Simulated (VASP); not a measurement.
# MoS2 (P-6m2) in VASP: notebook

The runs below take MoS2 through single point, with PBE+D3(BJ).

Everything below comes from runs of VASP 6.6.1. Logs are shortened: lines on timing, memory, paths and dates and some standing lists are left out, and cuts for length are marked.

**1. The cell of the first run**

Symmetry: P-6m2, No. 187, hexagonal system. Conventional cell: a = 2.965 Å, b = 2.965 Å, c = 6.599 Å, α = 90.00°, β = 90.00°, γ = 120.00°. Mo (site symmetry -6m2) has 6 S at 2.31 Å and 6 Mo at 2.96 Å within 3.1 Å. Within 3.2 Å of S (site symmetry 3m) lie 3 Mo at 2.31 Å and 7 S at 2.96 to 3.11 Å.

**2. Single point, PBE+D3(BJ) (16.74 Å³/atom)**

INCAR reads:

```
PREC = Accurate
ENCUT = 500
EDIFF = 1E-6
ISMEAR = 0
SIGMA = 0.05
LREAL = F
LASPH = T
NELM = 120
ALGO = Normal
ISIF = 2
LWAVE = F
LCHARG = T
GGA = PE
IVDW = 12
LELF = T
LVHAR = T
NBANDS = 20
GGA_COMPAT = F
```

KPOINTS reads:

```
Automatic mesh
0
Gamma
  12 12 6
```

POSCAR reads:

```
MoS2
1.0
    2.9647341652      0.0000000000      0.0000000000
   -1.4823670826      2.5675351025      0.0000000000
    0.0000000000      0.0000000000      6.5986088315
Mo S
1 2
Direct
    0.0000000000      0.0000000000      0.0000000000
    0.3333333333      0.6666666667      0.2357940733
    0.3333333333      0.6666666667      0.7642059267
```

Potentials or basis: VASP PAW PBE potentials, release 64 (Mo_sv, S).

Command:

```
> cat potpaw_PBE.64/Mo_sv/POTCAR potpaw_PBE.64/S/POTCAR > POTCAR
> mpirun -np 1 vasp_std > vasp.out
```

OUTCAR:

```text
PREC = Accurate
   ENCUT = 500
   EDIFF = 1E-6
   ISMEAR = 0
   LREAL = F
   LASPH = T
   NELM = 120
   ISIF = 2
   GGA = PE
   IVDW = 12
 IVDW          = 12

 ion  position               nearest neighbor table
   1  0.000  0.000  0.000-   2 2.31   3 2.31   2 2.31   3 2.31   2 2.31   3 2.31
   2  0.333  0.667  0.236-   1 2.31   1 2.31   1 2.31
   3  0.333  0.667  0.764-   1 2.31   1 2.31   1 2.31

  LATTYP: Found a hexagonal cell.
 ALAT       =     2.9647341652
 C/A-ratio  =     2.2257000000

  Lattice vectors:

 A1 = (   2.9647341652,   0.0000000000,   0.0000000000)
 A2 = (  -1.4823670826,   2.5675351025,   0.0000000000)
 A3 = (   0.0000000000,   0.0000000000,   6.5986088315)

Analysis of symmetry for initial positions (statically):
=====================================================================
 Subroutine PRICEL returns:
 Original cell was already a primitive cell.

 Routine SETGRP: Setting up the symmetry group for a
 hexagonal supercell.

 Subroutine GETGRP returns: Found 12 space group operations
 (whereof 12 operations were pure point group operations)
 out of a pool of 24 trial point group operations.

The static configuration has the point symmetry D_3h.

Analysis of symmetry for dynamics (positions and initial velocities):
=====================================================================
 Subroutine PRICEL returns:
 Original cell was already a primitive cell.

 Routine SETGRP: Setting up the symmetry group for a
 hexagonal supercell.

 Subroutine GETGRP returns: Found 12 space group operations
 (whereof 12 operations were pure point group operations)
 out of a pool of 24 trial point group operations.

The dynamic configuration has the point symmetry D_3h.

 Subroutine INISYM returns: Found 12 space group operations
 (whereof 12 operations are pure point group operations),
 and found     1 'primitive' translations

----------------------------------------------------------------------------------------

                                     Primitive cell

  volume of cell :      50.2290

  direct lattice vectors                    reciprocal lattice vectors
     2.964734165  0.000000000  0.000000000     0.337298370  0.194739304  0.000000000
    -1.482367083  2.567535102  0.000000000     0.000000000  0.389478609  0.000000000
     0.000000000  0.000000000  6.598608831     0.000000000  0.000000000  0.151547095

  length of vectors
     2.964734165  2.964734165  6.598608831     0.389478609  0.389478609  0.151547095

  position of ions in fractional coordinates (direct lattice)
     0.000000000  0.000000000  0.000000000
     0.333333333  0.666666667  0.235794073
     0.333333333  0.666666667  0.764205927

  ion indices of the primitive-cell ions
   primitive index   ion index
                 1           1
                 2           2
                 3           3

----------------------------------------------------------------------------------------

 KPOINTS: Automatic mesh

Automatic generation of k-mesh.
 Grid dimensions read from file:
 generate k-points for:   12   12    6

 Generating k-lattice:

  Cartesian coordinates                     Fractional coordinates (reciprocal lattice)
     0.028108197  0.016228275  0.000000000     0.083333333 -0.000000000  0.000000000
     0.000000000  0.032456551  0.000000000     0.000000000  0.083333333  0.000000000
     0.000000000  0.000000000  0.025257849     0.000000000  0.000000000  0.166666667

  Length of vectors
     0.032456551  0.032456551  0.025257849

  Shift w.r.t. Gamma in fractional coordinates (k-lattice)
     0.000000000  0.000000000  0.000000000

 Subroutine IBZKPT returns following result:
 ===========================================

 Found     76 irreducible k-points:

 Following reciprocal coordinates:
            Coordinates               Weight
  0.000000  0.000000  0.000000      1.000000
  0.083333  0.000000  0.000000      6.000000
  0.166667  0.000000  0.000000      6.000000
  0.250000  0.000000  0.000000      6.000000
  0.333333 -0.000000  0.000000      6.000000
  0.416667 -0.000000  0.000000      6.000000
[... 16 lines left out ...]
  0.250000  0.000000  0.166667     12.000000
  0.333333 -0.000000  0.166667     12.000000
 [... further k-points ...]
   k-points           NKPTS =     76   k-points in BZ     NKDIM =     76   number of bands    NBANDS=     20
   number of dos      NEDOS =    301   number of ions     NIONS =      3
   total plane-waves  NPLWV =  27648
   dimension x,y,z NGX =    24 NGY =   24 NGZ =   48
   dimension x,y,z NGXF=    48 NGYF=   48 NGZF=   96
   ions per type =               1   2
   NGX,Y,Z   is equivalent  to a cutoff of  13.46, 13.46, 12.09 a.u.
   NGXF,Y,Z  is equivalent  to a cutoff of  26.92, 26.92, 24.19 a.u.
 SYSTEM =  unknown system
   PREC   = accura    normal or accurate (medium, high low for compatibility)
   ISTART =      0    job   : 0-new  1-cont  2-samecut
   ICHARG =      2    charge: 1-file 2-atom 10-const
   ISPIN  =      1    spin polarized calculation?
   LNONCOLLINEAR =      F non collinear calculations
   LSORBIT =      F    spin-orbit coupling
   LASPH  =      T    aspherical Exc in radial PAW
   ENCUT  =  500.0 eV  36.75 Ry    6.06 a.u.   5.41  5.41 12.03*2*pi/ulx,y,z
   NELM   =    120;   NELMIN=  2; NELMDL= -5     # of ELM steps
   EDIFF  = 0.1E-05   stopping-criterion for ELM
   LREAL  =      F    real-space projection
   EDIFFG = 0.1E-04   stopping-criterion for IOM
   NSW    =      0    number of steps for IOM
   IBRION =     -1    ionic relax: 0-MD 1-quasi-New 2-CG
   NFREE  =      0    steps in history (QN), initial steepest desc. (CG)
   ISIF   =      2    stress and relaxation
   ISYM   =      2    0-nonsym 1-usesym 2-fastsym
   POTIM  = 0.5000    time-step for ionic-motion
   TEBEG  =    0.0;   TEEND  =   0.0 temperature during run
   PSTRESS=    0.0 pullay stress
   NELECT =      26.0000    total number of electrons
   NUPDOWN=      -1.0000    fix difference up-down
   EMIN   =  10.00;   EMAX   =-10.00  energy-range for DOS
   EFERMI =   0.00;   METHOD = LEGACY
   ISMEAR =     0;   SIGMA  =   0.05  broadening in eV -4-tet -1-fermi 0-gaus
   EFERMI_NEDOS =   21; number of points for ismear=-14 and -15
   IALGO  =     38    algorithm
   IMIX   =      4    mixing-type and parameters
     AMIX     =   0.40;   BMIX     =  1.00
     AMIX_MAG =   1.60;   BMIX_MAG =  1.00
  volume/ion in A,a.u.               =      16.74       112.99
  Fermi-wavevector in a.u.,A,eV,Ry     =   1.314461  2.483971 23.508258  1.727808
  Thomas-Fermi vector in A             =   2.444712
   LORBIT       =      0    0 simple, 1 ext, 2 COOP (PROOUT), +10 PAW based schemes
   GGA     = PE    functional components
   LHFCALC =     F    Hartree Fock is set to
   AEXX    =    0.0000 exact exchange contribution
   IVDW    =    12    specifies the selected vdW correction
   LEPSILON=     F    determine dielectric tensor
   LRPA    =     F    only Hartree local field effects (RPA)
 non-spin polarized calculation
 Gauss-broadening in eV      SIGMA  =   0.05
  energy-cutoff  :      500.00
  volume of cell :       50.23
 maximum number of plane-waves:      1308
 NGX is ok and might be reduce to    24
   NGX = 11   NGY = 11   NGZ = 25

 number of electron      25.9999999 magnetization

 Free energy of the ion-electron system (eV)
  ---------------------------------------------------
  ext. energy  EPLUGINS =         0.00000000
  ---------------------------------------------------
  free energy    TOTEN  =       -21.14446734 eV

  energy without entropy =      -21.14446734  energy(sigma->0) =      -21.14446734

 E-fermi :   8.0193     XC(G=0): -10.9131

 val. band max:        7.6554077855   @ k =   0.3333   0.3333   0.5000
 cond. band min:       9.1494536526   @ k =   0.1667   0.1667   0.0000
 fundamental gap:      1.4940458671
 Fermi energy:         8.0192549611

 k-point     1 :       0.0000    0.0000    0.0000
  band No.  band energies     occupation
      1     -52.9949      2.00000
      2     -27.3452      2.00000
      3     -26.8020      2.00000
      4     -26.8020      2.00000
      5      -7.4530      2.00000
      6      -5.8076      2.00000
[... 12 lines left out ...]
     19      15.7708      0.00000
     20      17.8262      0.00000

 k-point     2 :       0.0833    0.0000    0.0000
  band No.  band energies     occupation
      1     -52.9885      2.00000
      2     -27.3341      2.00000
      3     -26.8558      2.00000
      4     -26.8138      2.00000
      5      -7.3152      2.00000
      6      -5.7535      2.00000
[... 12 lines left out ...]
     19      15.9109      0.00000
     20      18.3374      0.00000

 k-point     3 :       0.1667    0.0000    0.0000
  band No.  band energies     occupation
      1     -52.9711      2.00000
      2     -27.3037      2.00000
      3     -27.0008      2.00000
      4     -26.8460      2.00000
      5      -6.9210      2.00000
      6      -5.5990      2.00000
[... 12 lines left out ...]
     19      16.9968      0.00000
     20      18.2427      0.00000

 k-point     4 :       0.2500    0.0000    0.0000
  band No.  band energies     occupation
      1     -52.9472      2.00000
      2     -27.2618      2.00000
      3     -27.1943      2.00000
      4     -26.8897      2.00000
      5      -6.3275      2.00000
      6      -5.3702      2.00000
[... 12 lines left out ...]
     19      17.1100      0.00000
     20      17.3015      0.00000

 k-point     5 :       0.3333   -0.0000    0.0000
  band No.  band energies     occupation
      1     -52.9232      2.00000
      2     -27.3830      2.00000
      3     -27.2197      2.00000
      4     -26.9330      2.00000
      5      -5.6367      2.00000
      6      -5.1149      2.00000
[... 12 lines left out ...]
     19      16.0802      0.00000
     20      16.2602      0.00000
[... 353 lines left out ...]
      6      -5.8024      2.00000
[... 12 lines left out ...]
     19      15.9633      0.00000
     20      18.3056      0.00000

 k-point    22 :       0.1667    0.0000    0.1667
  band No.  band energies     occupation
      1     -52.9711      2.00000
      2     -27.3037      2.00000
      3     -27.0008      2.00000
      4     -26.8460      2.00000
      5      -6.8941      2.00000
      6      -5.6433      2.00000
[... 12 lines left out ...]
     19      16.9650      0.00000
     20      18.1252      0.00000

 k-point    23 :       0.2500    0.0000    0.1667
  band No.  band energies     occupation
      1     -52.9472      2.00000
      2     -27.2618      2.00000
      3     -27.1943      2.00000
      4     -26.8897      2.00000
      5      -6.3016      2.00000
      6      -5.4073      2.00000
[... 12 lines left out ...]
     19      16.7579      0.00000
     20      17.6463      0.00000

 k-point    24 :       0.3333   -0.0000    0.1667
  band No.  band energies     occupation
      1     -52.9232      2.00000
      2     -27.3830      2.00000
      3     -27.2197      2.00000
      4     -26.9330      2.00000
      5      -5.6141      2.00000
      6      -5.1426      2.00000
[... 12 lines left out ...]
     19      15.8199      0.00000
     20      16.6870      0.00000

 [... further k-points ...]

------------------------ aborting loop because EDIFF is reached ----------------------------------------

 Edisp (eV)   -1.36120

 E8    (eV) :    -0.5499

  FORCE on cell =-STRESS in cart. coord.  units (eV):
  Direction    XX          YY          ZZ          XY          YZ          ZX
  --------------------------------------------------------------------------------------
  -------------------------------------------------------------------------------------
  Total       8.08710     8.08710     5.35389     0.00000     0.00000    -0.00000
  in kB     257.95779   257.95779   170.77543     0.00000     0.00000    -0.00000
  external pressure =      228.90 kB  Pullay stress =        0.00 kB

 VOLUME and BASIS-vectors are now :
 -----------------------------------------------------------------------------
  energy-cutoff  :      500.00
  volume of cell :       50.23
      direct lattice vectors                 reciprocal lattice vectors
     2.964734165  0.000000000  0.000000000     0.337298370  0.194739304  0.000000000
    -1.482367083  2.567535102  0.000000000     0.000000000  0.389478609  0.000000000
     0.000000000  0.000000000  6.598608831     0.000000000  0.000000000  0.151547095

 POSITION                                       TOTAL-FORCE (eV/Angst)
 -----------------------------------------------------------------------------------
      0.00000      0.00000      0.00000        -0.000000      0.000000      0.000000
     -0.00000      1.71169      1.55591         0.000000     -0.000000      1.716349
     -0.00000      1.71169      5.04270        -0.000000      0.000000     -1.716349
 -----------------------------------------------------------------------------------
    total drift:                                0.000000     -0.000000     -0.000000

  FREE ENERGIE OF THE ION-ELECTRON SYSTEM (eV)
  ---------------------------------------------------
  free  energy   TOTEN  =       -22.5056680130 eV

  energy  without entropy=      -22.5056680130  energy(sigma->0) =      -22.50566801
```

Run time: 71 s. Hardware: 1 thread of Intel Xeon 8259CL, shared host; peak memory 0.22 GiB.

What came out:

| Quantity | Value |
| --- | --- |
| Free energy | -22.5057 eV |
| Pressure | 22.9 GPa |
| Largest force | 1.716 eV/Å |
| Band gap on the k mesh | 1.49 eV (least direct gap 2.24 eV) |
| Dispersion energy per atom | -0.454 eV |

Forces in eV/Å, atoms in the order of the input:
```
Mo   0.000  0.000  0.000
S    0.000  0.000  1.716
S    0.000  0.000 -1.716
```

Stress tensor (GPa, compression positive):
```
25.80  0.00  0.00
 0.00 25.80  0.00
 0.00  0.00 17.08
```

Levels at points of the mesh, in eV from the valence-band top:
```
           k point  band 9  band 10  band 11  band 12  band 13  band 14  band 15  band 16  band 17  band 18
(0.00, 0.00, 0.00)   -2.67    -1.59    -1.29    -1.29    -1.17     3.42     3.42     3.61     3.61     7.27
(0.50, 0.00, 0.00)   -4.92    -3.39    -2.00    -1.06    -0.63     3.09     3.12     4.56     5.09     6.15
(0.00, 0.00, 0.50)   -2.66    -2.66    -1.30    -1.30    -0.02     3.35     3.35     3.71     3.71     7.33
(0.50, 0.00, 0.50)   -4.59    -3.41    -2.85    -0.56    -0.51     3.10     3.55     3.79     4.88     7.50
```

Caveat: the cell stands under pressure; forces of over 1 eV/Å act on the atoms, so gaps and moduli don't describe the material at rest.

**3. Single point, PBE+D3(BJ) (16.74 Å³/atom)**

INCAR reads:

```
ALGO = Normal
EDIFF = 1E-6
ENCUT = 500
GGA = PE
GGA_COMPAT = F
ISIF = 2
ISMEAR = 0
IVDW = 12
LASPH = T
LCHARG = F
LREAL = F
LWAVE = F
NBANDS = 20
NELM = 120
PREC = Accurate
SIGMA = 0.05
```

KPOINTS reads:

```
k-points
0
Gamma
  12 12 6
```

POSCAR reads:

```
MoS2
1.0
    3.0723071733      0.0000000000      0.0000000000
   -1.5361535867      2.6606960603      0.0000000000
    0.0000000000      0.0000000000      6.1446143466
Mo S
1 2
Direct
    0.0000000000      0.0000000000      0.0000000000
    0.3333333333      0.6666666667      0.2357940733
    0.3333333333      0.6666666667      0.7642059267
```

Potentials or basis: VASP PAW PBE potentials, release 64 (Mo_sv, S).

Command:

```
> cat potpaw_PBE.64/Mo_sv/POTCAR potpaw_PBE.64/S/POTCAR > POTCAR
> mpirun -np 1 vasp_std > vasp.out
```

It took 71 s on 1 thread of Intel Xeon 8259CL, shared host; peak memory 0.22 GiB.

Results (log left out):

```
Free energy                : -22.4517 eV
Pressure                   : 24.4 GPa
Largest force              : 3.182 eV/Å
Band gap on the k mesh     : 0.59 eV (least direct gap 1.74 eV)
Dispersion energy per atom : -0.452 eV
```

Forces on the atoms (eV/Å):
```
Mo   0.000  0.000  0.000
S    0.000  0.000  3.182
S    0.000  0.000 -3.182
```

Stress tensor (GPa, compression positive):
```
19.98  0.00  0.00
 0.00 19.98  0.00
 0.00  0.00 33.29
```

Levels at points of the mesh, in eV from the valence-band top:
| k point | band 10 | band 11 | band 12 | band 13 | band 14 | band 15 | band 16 | band 17 |
| --- | --- | --- | --- | --- | --- | --- | --- | --- |
| (0.00, 0.00, 0.00) | -2.99 | -2.99 | -1.59 | -1.49 | 2.10 | 2.10 | 2.55 | 2.55 |
| (0.50, 0.00, 0.00) | -4.85 | -2.25 | -2.18 | -2.10 | 1.44 | 1.99 | 3.79 | 4.32 |
| (0.00, 0.00, 0.50) | -3.77 | -3.02 | -3.02 | 0.00 | 1.97 | 1.97 | 2.74 | 2.74 |
| (0.50, 0.00, 0.50) | -4.89 | -3.57 | -2.13 | -1.40 | 1.48 | 2.24 | 2.87 | 3.95 |

Caveat: the cell stands under pressure; forces of over 1 eV/Å act on the atoms, so gaps and moduli don't describe the material at rest. A k mesh can miss the band edges.

**4. Single point, PBE+D3(BJ) (17.50 Å³/atom)**

This run uses another cell than the first one, of 17.50 Å³/atom.

INCAR reads:

```
SYSTEM = MoS2
PREC = Accurate
ENCUT = 500
EDIFF = 1E-6
ISMEAR = 0
SIGMA = 0.05
LREAL = .FALSE.
LASPH = .TRUE.
NELM = 120
ALGO = Normal
ISIF = 2
LWAVE = .FALSE.
LCHARG = .FALSE.
GGA = PE
IVDW = 12
NBANDS = 20
GGA_COMPAT = .FALSE.
```

KPOINTS reads:

```
Automatic mesh
0
G
  12 12 6
  0 0 0
```

POSCAR reads:

```
MoS2
1.0
    3.0904975307      0.0000000000      0.0000000000
   -1.5452487654      2.6764493719      0.0000000000
    0.0000000000      0.0000000000      6.3485000276
Mo S
1 2
Direct
    0.0000000000      0.0000000000      0.0000000000
    0.3333333333      0.6666666667      0.2357940733
    0.3333333333      0.6666666667      0.7642059267
```

Command:

```
> cat potpaw_PBE.64/Mo_sv/POTCAR potpaw_PBE.64/S/POTCAR > POTCAR
> mpirun -np 1 vasp_std > vasp.out
```

Run time: 79 s. Hardware: 1 thread of Intel Xeon 8259CL, shared host; peak memory 0.23 GiB.

The run converged. Its results:

```
Free energy                : -22.7823 eV
Pressure                   : 14.3 GPa
Largest force              : 1.854 eV/Å
Band gap on the k mesh     : 1.03 eV (least direct gap 1.81 eV)
Dispersion energy per atom : -0.432 eV
```

Forces in eV/Å, atoms in the order of the input:
```
Mo   0.000  0.000  0.000
S    0.000  0.000  1.854
S    0.000  0.000 -1.854
```

Stress tensor (GPa, compression positive):
```
12.08  0.00  0.00
 0.00 12.08  0.00
 0.00  0.00 18.71
```

Levels at points of the mesh, in eV from the valence-band top:
```tsv
k point	band 9	band 10	band 11	band 12	band 13	band 14	band 15	band 16	band 17	band 18
(0.00, 0.00, 0.00)	-3.76	-2.45	-2.45	-1.56	-1.25	2.34	2.34	2.66	2.66	5.73
(0.50, 0.00, 0.00)	-5.50	-4.28	-2.10	-1.80	-1.72	1.76	2.23	3.90	4.29	4.94
(0.00, 0.00, 0.50)	-3.75	-3.45	-2.47	-2.47	0.00	2.24	2.24	2.80	2.80	5.84
(0.50, 0.00, 0.50)	-4.99	-4.31	-3.24	-1.70	-1.13	1.79	2.48	3.08	4.01	6.61
```

Caveat: the cell stands under pressure; forces of over 1 eV/Å act on the atoms, so gaps and moduli don't describe the material at rest. A k mesh can miss the band edges.

[end of part 1 of 2]
